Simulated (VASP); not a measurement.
# SnO in VASP: notebook

Runs on SnO. Level: PBE+D3(BJ). Tasks: single point.

Program: VASP 6.6.1. These are calculated values, not measurements. Logs are shortened: lines on timing, memory, paths and dates and some standing lists are left out, and cuts for length are marked.

## 1. The cell of the first run

The cell holds a slab with vacuum, 8 atoms: a = 3.820 Å, b = 3.820 Å, c = 22.226 Å, α = 90.00°, β = 90.00°, γ = 90.00°.

## 2. Single point, PBE+D3(BJ) (layers slid over each other)

The input, INCAR:

```
ALGO     = Normal         # electronic algorithm
DIPOL    = 0.5 0.5 0.428
EDIFF    = 1E-7           # SCF threshold, eV
ENCUT    = 520            # plane-wave cutoff, eV
GGA      = PE             # functional
IDIPOL   = 3            
ISIF     = 2              # what is computed and relaxed
ISMEAR   = 0              # smearing method
IVDW     = 12             # dispersion correction
LASPH    = True           # aspherical terms in the spheres
LCHARG   = False          # write CHGCAR
LDIPOL   = True         
LREAL    = False          # projectors in reciprocal space
LWAVE    = False          # write WAVECAR
NBANDS   = 50             # bands
NELM     = 80             # most SCF steps
PREC     = Accurate       # precision mode
SIGMA    = 0.05           # smearing width, eV
```

The input, KPOINTS:

```
k-points
0
Gamma
  7 7 1
```

The input, POSCAR:

```
SnO
1.0
    3.8201715376      0.0000000000      0.0000000000
    0.0000000000      3.8201715376      0.0000000000
    0.0000000000      0.0000000000     22.2260699824
Sn O
4 4
Direct
    0.5000000000      0.0000000000      0.2024649434
    0.0000000000      0.5000000000      0.3087831091
    0.2500000000      0.7500000000      0.5472418201
    0.7500000000      0.2500000000      0.6535599858
    0.0000000000      0.0000000000      0.2556240262
    0.5000000000      0.5000000000      0.2556240262
    0.7500000000      0.7500000000      0.6004009030
    0.2500000000      0.2500000000      0.6004009030
```

Potentials or basis: VASP PAW PBE potentials, release 64 (Sn_d, O).

Launch:

```bash
cat potpaw_PBE.64/Sn_d/POTCAR potpaw_PBE.64/O/POTCAR > POTCAR
mpirun -np 1 vasp_std > vasp.out
```

OUTCAR:

```text
EDIFF = 1E-7
   ENCUT = 520
   GGA = PE
   ISIF = 2
   ISMEAR = 0
   IVDW = 12
   LASPH = True
   LREAL = False
   NELM = 80
   PREC = Accurate
 IVDW          = 12

 ion  position               nearest neighbor table
   1  0.500  0.000  0.202-   5 2.25   6 2.25   6 2.25   5 2.25   2 3.59   2 3.59   2 3.59   2 3.59

   2  0.000  0.500  0.309-   5 2.25   6 2.25   5 2.25   6 2.25   1 3.59   1 3.59   1 3.59   1 3.59

   3  0.250  0.750  0.547-   7 2.25   8 2.25   8 2.25   7 2.25   4 3.59   4 3.59   4 3.59   4 3.59

   4  0.750  0.250  0.654-   7 2.25   8 2.25   7 2.25   8 2.25   3 3.59   3 3.59   3 3.59   3 3.59

   5  0.000  0.000  0.256-   1 2.25   1 2.25   2 2.25   2 2.25
   6  0.500  0.500  0.256-   1 2.25   1 2.25   2 2.25   2 2.25
   7  0.750  0.750  0.600-   4 2.25   4 2.25   3 2.25   3 2.25
   8  0.250  0.250  0.600-   4 2.25   4 2.25   3 2.25   3 2.25

  LATTYP: Found a simple tetragonal cell.
 ALAT       =     3.8201715376
 C/A-ratio  =     5.8180816656

  Lattice vectors:

 A1 = (   3.8201715376,   0.0000000000,   0.0000000000)
 A2 = (   0.0000000000,   3.8201715376,   0.0000000000)
 A3 = (   0.0000000000,   0.0000000000,  22.2260699824)

Analysis of symmetry for initial positions (statically):
=====================================================================
 Subroutine PRICEL returns:
 Original cell was already a primitive cell.

 Routine SETGRP: Setting up the symmetry group for a
 simple tetragonal supercell.

 Subroutine GETGRP returns: Found  4 space group operations
 (whereof  1 operations were pure point group operations)
 out of a pool of 16 trial point group operations.

The static configuration has the point symmetry C_1 .
 The point group associated with its full space group is C_2h.

Analysis of symmetry for dynamics (positions and initial velocities):
=====================================================================
 Subroutine PRICEL returns:
 Original cell was already a primitive cell.

 Routine SETGRP: Setting up the symmetry group for a
 simple tetragonal supercell.

 Subroutine GETGRP returns: Found  4 space group operations
 (whereof  1 operations were pure point group operations)
 out of a pool of 16 trial point group operations.

The dynamic configuration has the point symmetry C_1 .
 The point group associated with its full space group is C_2h.

 Subroutine INISYM returns: Found  4 space group operations
 (whereof  1 operations are pure point group operations),
 and found     1 'primitive' translations

----------------------------------------------------------------------------------------

                                     Primitive cell

  volume of cell :     324.3608

  direct lattice vectors                    reciprocal lattice vectors
     3.820171538  0.000000000  0.000000000     0.261768350  0.000000000  0.000000000
     0.000000000  3.820171538  0.000000000     0.000000000  0.261768350  0.000000000
     0.000000000  0.000000000 22.226069982     0.000000000  0.000000000  0.044992210

  length of vectors
     3.820171538  3.820171538 22.226069982     0.261768350  0.261768350  0.044992210

  position of ions in fractional coordinates (direct lattice)
     0.500000000  0.000000000  0.202464943
     0.000000000  0.500000000  0.308783109
     0.250000000  0.750000000  0.547241820
     0.750000000  0.250000000  0.653559986
     0.000000000  0.000000000  0.255624026
     0.500000000  0.500000000  0.255624026
     0.750000000  0.750000000  0.600400903
     0.250000000  0.250000000  0.600400903

  ion indices of the primitive-cell ions
   primitive index   ion index
                 1           1
                 2           2
                 3           3
                 4           4
                 5           5
                 6           6
                 7           7
                 8           8

----------------------------------------------------------------------------------------

 KPOINTS: k-points

Automatic generation of k-mesh.
 Grid dimensions read from file:
 generate k-points for:    7    7    1

 Generating k-lattice:

  Cartesian coordinates                     Fractional coordinates (reciprocal lattice)
     0.037395479  0.000000000  0.000000000     0.142857143  0.000000000  0.000000000
     0.000000000  0.037395479  0.000000000     0.000000000  0.142857143  0.000000000
     0.000000000  0.000000000  0.044992210     0.000000000  0.000000000  1.000000000

  Length of vectors
     0.037395479  0.037395479  0.044992210

  Shift w.r.t. Gamma in fractional coordinates (k-lattice)
     0.000000000  0.000000000  0.000000000

 Subroutine IBZKPT returns following result:
 ===========================================

 Found     16 irreducible k-points:

 Following reciprocal coordinates:
            Coordinates               Weight
  0.000000  0.000000  0.000000      1.000000
  0.142857  0.000000  0.000000      4.000000
  0.285714  0.000000  0.000000      4.000000
  0.428571  0.000000  0.000000      4.000000
  0.142857  0.142857  0.000000      2.000000
 -0.142857  0.142857  0.000000      2.000000
[... 8 lines left out ...]
  0.428571  0.428571  0.000000      2.000000
 -0.428571  0.428571  0.000000      2.000000
   k-points           NKPTS =     16   k-points in BZ     NKDIM =     16   number of bands    NBANDS=     50
   number of dos      NEDOS =    301   number of ions     NIONS =      8
   total plane-waves  NPLWV = 131712
   dimension x,y,z NGX =    28 NGY =   28 NGZ =  168
   dimension x,y,z NGXF=    56 NGYF=   56 NGZF=  336
   ions per type =               4   4
   NGX,Y,Z   is equivalent  to a cutoff of  12.19, 12.19, 12.57 a.u.
   NGXF,Y,Z  is equivalent  to a cutoff of  24.37, 24.37, 25.13 a.u.
 SYSTEM =  unknown system
   PREC   = accura    normal or accurate (medium, high low for compatibility)
   ISTART =      0    job   : 0-new  1-cont  2-samecut
   ICHARG =      2    charge: 1-file 2-atom 10-const
   ISPIN  =      1    spin polarized calculation?
   LNONCOLLINEAR =      F non collinear calculations
   LSORBIT =      F    spin-orbit coupling
   LASPH  =      T    aspherical Exc in radial PAW
   ENCUT  =  520.0 eV  38.22 Ry    6.18 a.u.   7.10  7.10 41.33*2*pi/ulx,y,z
   NELM   =     80;   NELMIN=  2; NELMDL= -5     # of ELM steps
   EDIFF  = 0.1E-06   stopping-criterion for ELM
   LREAL  =      F    real-space projection
   EDIFFG = 0.1E-05   stopping-criterion for IOM
   NSW    =      0    number of steps for IOM
   IBRION =     -1    ionic relax: 0-MD 1-quasi-New 2-CG
   NFREE  =      0    steps in history (QN), initial steepest desc. (CG)
   ISIF   =      2    stress and relaxation
   ISYM   =      2    0-nonsym 1-usesym 2-fastsym
   POTIM  = 0.5000    time-step for ionic-motion
   TEBEG  =    0.0;   TEEND  =   0.0 temperature during run
   PSTRESS=    0.0 pullay stress
   NELECT =      80.0000    total number of electrons
   NUPDOWN=      -1.0000    fix difference up-down
   EMIN   =  10.00;   EMAX   =-10.00  energy-range for DOS
   EFERMI =   0.00;   METHOD = LEGACY
   ISMEAR =     0;   SIGMA  =   0.05  broadening in eV -4-tet -1-fermi 0-gaus
   EFERMI_NEDOS =   21; number of points for ismear=-14 and -15
   IALGO  =     38    algorithm
   IMIX   =      4    mixing-type and parameters
     AMIX     =   0.40;   BMIX     =  1.00
     AMIX_MAG =   1.60;   BMIX_MAG =  1.00
  volume/ion in A,a.u.               =      40.55       273.61
  Fermi-wavevector in a.u.,A,eV,Ry     =   1.026665  1.940115 14.341094  1.054041
  Thomas-Fermi vector in A             =   2.160569
   LORBIT       =      0    0 simple, 1 ext, 2 COOP (PROOUT), +10 PAW based schemes
   GGA     = PE    functional components
   LHFCALC =     F    Hartree Fock is set to
   AEXX    =    0.0000 exact exchange contribution
   IVDW    =    12    specifies the selected vdW correction
   LEPSILON=     F    determine dielectric tensor
   LRPA    =     F    only Hartree local field effects (RPA)
 non-spin polarized calculation
 Gauss-broadening in eV      SIGMA  =   0.05
  energy-cutoff  :      520.00
  volume of cell :      324.36
 maximum number of plane-waves:      8769
   NGX = 15   NGY = 15   NGZ = 83

 dipolmoment           0.000000      0.000000      0.000104 electrons x Angstroem

 number of electron      79.9999970 magnetization

 dipolmoment           0.000000      0.000000     -0.000010 electrons x Angstroem

 Free energy of the ion-electron system (eV)
  ---------------------------------------------------
  ext. energy  EPLUGINS =         0.00000000
  ---------------------------------------------------
  free energy    TOTEN  =       -45.16629085 eV

  energy without entropy =      -45.16629085  energy(sigma->0) =      -45.16629085

 E-fermi :  -0.1599     XC(G=0):  -5.4202

 val. band max:       -0.3836242867   @ k =  -0.1429   0.1429   0.0000
 cond. band min:       2.3703539800   @ k =   0.0000   0.0000   0.0000
 fundamental gap:      2.7539782667
 Fermi energy:        -0.1598974298

 k-point     1 :       0.0000    0.0000    0.0000
  band No.  band energies     occupation
      1     -21.0524      2.00000
      2     -21.0523      2.00000
      3     -20.6916      2.00000
      4     -20.6916      2.00000
      5     -20.6535      2.00000
      6     -20.6535      2.00000
[... 42 lines left out ...]
     49       5.1527      0.00000
     50       5.3243      0.00000

 k-point     2 :       0.1429    0.0000    0.0000
  band No.  band energies     occupation
      1     -21.0434      2.00000
      2     -21.0434      2.00000
      3     -20.6922      2.00000
      4     -20.6922      2.00000
      5     -20.6554      2.00000
      6     -20.6553      2.00000
[... 734 lines left out ...]
 k-point    16 :      -0.4286    0.4286    0.0000
  band No.  band energies     occupation
      1     -20.9931      2.00000
      2     -20.9930      2.00000
      3     -20.9791      2.00000
      4     -20.9791      2.00000
      5     -20.6584      2.00000
      6     -20.6584      2.00000
[... 42 lines left out ...]
     49       6.1310      0.00000
     50       6.3964      0.00000

------------------------ aborting loop because EDIFF is reached ----------------------------------------

 vacuum level on the upper side and lower side of the slab       (xc-potential included)        -0.204        -0.194

 Edisp (eV)   -1.16979

 E8    (eV) :    -0.5174

  FORCE on cell =-STRESS in cart. coord.  units (eV):
  Direction    XX          YY          ZZ          XY          YZ          ZX
  --------------------------------------------------------------------------------------
  -------------------------------------------------------------------------------------
  Total       0.15701     0.15701    -0.00656     0.00130     0.01453     0.01453
  in kB       0.77554     0.77554    -0.03242     0.00644     0.07176     0.07176
  external pressure =        0.51 kB  Pullay stress =        0.00 kB

 VOLUME and BASIS-vectors are now :
 -----------------------------------------------------------------------------
  energy-cutoff  :      520.00
  volume of cell :      324.36
      direct lattice vectors                 reciprocal lattice vectors
     3.820171538  0.000000000  0.000000000     0.261768350  0.000000000  0.000000000
     0.000000000  3.820171538  0.000000000     0.000000000  0.261768350  0.000000000
     0.000000000  0.000000000 22.226069982     0.000000000  0.000000000  0.044992210

 POSITION                                       TOTAL-FORCE (eV/Angst)
 -----------------------------------------------------------------------------------
      1.91009      0.00000      4.50000        -0.000337     -0.000337     -0.090836
      0.00000      1.91009      6.86303        -0.000435     -0.000435      0.136314
      0.95504      2.86513     12.16303         0.000435      0.000435     -0.136314
      2.86513      0.95504     14.52607         0.000337      0.000337      0.090836
      0.00000      0.00000      5.68152         0.000624     -0.001797      0.002064
      1.91009      1.91009      5.68152        -0.001797      0.000624      0.002064
      2.86513      2.86513     13.34455         0.001797     -0.000624     -0.002064
      0.95504      0.95504     13.34455        -0.000624      0.001797     -0.002064
 -----------------------------------------------------------------------------------
    total drift:                               -0.000000     -0.000000     -0.000547

  FREE ENERGIE OF THE ION-ELECTRON SYSTEM (eV)
  ---------------------------------------------------
  free  energy   TOTEN  =       -46.3360766956 eV

  energy  without entropy=      -46.3360766956  energy(sigma->0) =      -46.33607670

 vacuum level on the upper side and lower side of the slab         4.733         4.744
```

Run time: 4.4 min. Hardware: 1 thread of Intel Xeon 6975P-C (Granite Rapids), shared host; peak memory 0.44 GiB.

What came out:

* Free energy: -46.3361 eV
* Largest force: 0.136 eV/Å
* Band gap on the k mesh: 2.75 eV (least direct gap 2.78 eV)
* Dispersion energy per atom: -0.146 eV

Forces in eV/Å, atoms in the order of the input:
```
Sn   0.000  0.000 -0.091
Sn   0.000  0.000  0.136
Sn   0.000  0.000 -0.136
Sn   0.000  0.000  0.091
O    0.001 -0.002  0.002
O   -0.002  0.001  0.002
O    0.002 -0.001 -0.002
O   -0.001  0.002 -0.002
```

Levels at points of the mesh, in eV from the valence-band top:
| k point | band 37 | band 38 | band 39 | band 40 | band 41 | band 42 | band 43 | band 44 |
| --- | --- | --- | --- | --- | --- | --- | --- | --- |
| (0.00, 0.00, 0.00) | -1.76 | -1.76 | -0.24 | -0.03 | 2.75 | 3.05 | 3.05 | 3.51 |

Caveat: the cell differs from its parent crystal (layers slid over each other); spin-orbit coupling is left out, which moves the levels of the heavy elements.

(Part 1 of 2 ends here.)
